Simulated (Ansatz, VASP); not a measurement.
## AlGa3N4 in VASP and in Ansatz

```
CELL_PARAMETERS angstrom
4.57932 0.00000 0.00000
0.00000 4.57932 0.00000
0.00000 0.00000 4.35594
ATOMIC_POSITIONS crystal
Al 0.00000 0.00000 0.00000
Ga 0.50000 0.50000 0.00000
Ga 0.50000 0.00000 0.50000
Ga 0.00000 0.50000 0.50000
N 0.75503 0.75503 0.24497
N 0.75503 0.24497 0.75503
N 0.24497 0.75503 0.75503
N 0.24497 0.24497 0.24497
```

Change from the starting cell: strain +0.025 along x and y, -0.025 along z, atoms carried along.

Alike in both runs: task single point; functional PBEsol; k mesh 6 × 6 × 6; occupations gaussian, width 0.05 eV; no spin polarisation.

```csv
,VASP,Ansatz
version,VASP 6.6.1,Ansatz 0.2.0
potentials or method,"VASP PAW PBE potentials, release 64 (Al, Ga_d, N), cutoff 520 eV","scalar-relativistic, plane waves, PAW"
valence electrons in the cell,62,62
```

```csv
,VASP,Ansatz,Ansatz less VASP
gap on the k mesh at the Fermi level (eV),2.00,1.98,-0.017
least direct gap on the mesh (eV),2.00,1.98,-0.017
pressure (GPa),-4.7,-4.6,+0.11
"traceless stress, the component that is largest in VASP (GPa)",3.77,3.76,-0.019
rms of the force components (eV/Å),0.020,0.020,-0.0002
```

VASP's potentials were made for PBE, not for PBEsol. Atom by atom the forces differ by 0.002 eV/Å (rms over components). With one functional, cell and mesh, what is left measures potentials, basis and numerics.
